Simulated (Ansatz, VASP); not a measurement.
**BN in VASP and in Ansatz**

Contents of POSCAR:

```
BN
1.0
    2.5009753125      0.0000000000      0.0000000000
   -1.2504876563      2.1659081548      0.0000000000
    0.0000000000      0.0000000000      6.8741616654
B N
2 2
Direct
    0.3389079339      0.6707475575      0.2500000000
    0.6722412672      0.3374142242      0.7500000000
    0.3333333333      0.6666666667      0.7500000000
    0.6666666667      0.3333333333      0.2500000000
```

Contents of INCAR.step1:

```
SYSTEM = BN
PREC     = Accurate       ! precision mode
ENCUT    = 520            ! plane-wave cutoff, eV
ISMEAR   = 0              ! smearing method
SIGMA    = 0.05           ! smearing width, eV
LREAL    = .False.        ! projectors in reciprocal space
LASPH    = .True.         ! aspherical terms in the spheres
NELM     = 60             ! most SCF steps
NBANDS   = 16             ! bands
GGA      = PE             ! functional
ALGO     = Normal         ! electronic algorithm
EDIFF    = 1E-4           ! SCF threshold, eV
LWAVE    = .True.         ! write WAVECAR
LCHARG   = .False.        ! write CHGCAR
```

The input INCAR.step2:

```
SYSTEM = BN
PREC     = Accurate       ! precision mode
ENCUT    = 520            ! plane-wave cutoff, eV
EDIFF    = 1E-6           ! SCF threshold, eV
ISMEAR   = 0              ! smearing method
SIGMA    = 0.05           ! smearing width, eV
LREAL    = .False.        ! projectors in reciprocal space
LASPH    = .True.         ! aspherical terms in the spheres
NELM     = 60             ! most SCF steps
ALGO     = Normal         ! electronic algorithm
ISIF     = 2              ! what is computed and relaxed
LWAVE    = .False.        ! write WAVECAR
LCHARG   = .True.         ! write CHGCAR
METAGGA  = R2SCAN         ! meta-GGA
LMIXTAU  = .True.       
LELF     = .True.         ! ELF
LVHAR    = .True.       
NBANDS   = 16             ! bands
ISTART   = 1
```

Contents of KPOINTS:

```
Automatic mesh
0
Gamma
  12 12 4
  0 0 0
```

Input for Ansatz:

```yaml
crystal:
  lattice:
    - [2.5009753125, 0.0, 0.0]
    - [-1.2504876563, 2.1659081548, 0.0]
    - [0.0, 0.0, 6.8741616654]
  atoms:
    - { symbol: B, position: [0.3389079339, 0.6707475575, 0.25] }
    - { symbol: B, position: [0.6722412672, 0.3374142242, 0.75] }
    - { symbol: "N", position: [0.3333333333, 0.6666666667, 0.75] }
    - { symbol: "N", position: [0.6666666667, 0.3333333333, 0.25] }
basis:
  ecutwfc: 500
kpoints:
  mp_grid: { grid: [12, 12, 4] }
hamiltonian:
  xc: r2scan
scf:
  occupations: { method: gaussian, width: 0.05 }
output:
  forces: true
  stress: true
  eigenvalues: true
```

Change from the starting cell: all B atoms moved +0.013 Å, as atom 1 along Cartesian [1 1 0].

Alike in both runs: task single point; functional r2SCAN; k mesh 12 × 12 × 4; occupations gaussian, width 0.05 eV; no spin polarisation.

|  | VASP | Ansatz |
| --- | --- | --- |
| version | VASP 6.6.1 | Ansatz 0.2.0 |
| potentials or method | VASP PAW PBE potentials, release 64 (B, N), cutoff 520 eV | scalar-relativistic, plane waves, PAW |
| valence electrons in the cell | 16 | 16 |

Ansatz gave:

```
gap on the k mesh at the Fermi level (eV)                     : 4.88
least direct gap on the mesh (eV)                             : 5.31
pressure (GPa)                                                : 0.0
traceless stress, the component that is largest in VASP (GPa) : -0.01
rms of the force components (eV/Å)                            : 0.304
```

Q: Estimate VASP's values.

A: gap on the k mesh at the Fermi level (eV): 4.92; least direct gap on the mesh (eV): 5.38; pressure (GPa): 0.4; traceless stress, the component that is largest in VASP (GPa): -0.67; rms of the force components (eV/Å): 0.302.

VASP's potentials were made for PBE, not for r2SCAN. Atom by atom the forces differ by 0.002 eV/Å (rms over components).
